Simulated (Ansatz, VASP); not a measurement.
**Two plane-wave programs on MgS**

```xyz
4
Lattice="3.8732 0.0000 0.0000 -1.9366 3.3543 0.0000 0.0000 0.0000 6.1750" Properties=species:S:1:pos:R:3 pbc="T T T"
Mg    1.9366    1.1181    3.0613
Mg    0.0000    2.2362    6.1488
S     0.0000    2.2362    2.3418
S     1.9366    1.1181    5.4293
```

Change from the starting cell: strain -0.040 along x and y, -0.040 along z, atoms carried along.

Alike in both runs: task single point; functional PBEsol; k mesh 6 × 6 × 4; occupations gaussian, width 0.05 eV; no spin polarisation.

|  | VASP | Ansatz |
| --- | --- | --- |
| version | VASP 6.6.1 | Ansatz 0.2.0 |
| potentials or method | VASP PAW PBE potentials, release 64 (Mg, S), cutoff 520 eV | scalar-relativistic, plane waves, PAW |
| valence electrons in the cell | 16 | 32 |

Ansatz gave:

| Item | Value |
| --- | --- |
| gap on the k mesh at the Fermi level (eV) | 3.88 |
| least direct gap on the mesh (eV) | 3.88 |
| pressure (GPa) | 8.6 |
| traceless stress, the component that is largest in VASP (GPa) | -0.68 |
| rms of the force components (eV/Å) | 0.016 |

**Question.** Which values does VASP return?

**Answer.** gap on the k mesh at the Fermi level (eV): 3.89; least direct gap on the mesh (eV): 3.89; pressure (GPa): 8.5; traceless stress, the component that is largest in VASP (GPa): -0.68; rms of the force components (eV/Å): 0.016.

VASP's potentials were made for PBE, not for PBEsol. Atom by atom the forces differ by 0.000 eV/Å (rms over components). The functional is the same, so the differences come from potentials, cutoffs and numerics. VASP's potentials hold 16 valence electrons a cell and Ansatz's 32, so a difference there can come from the potentials and not from the codes.
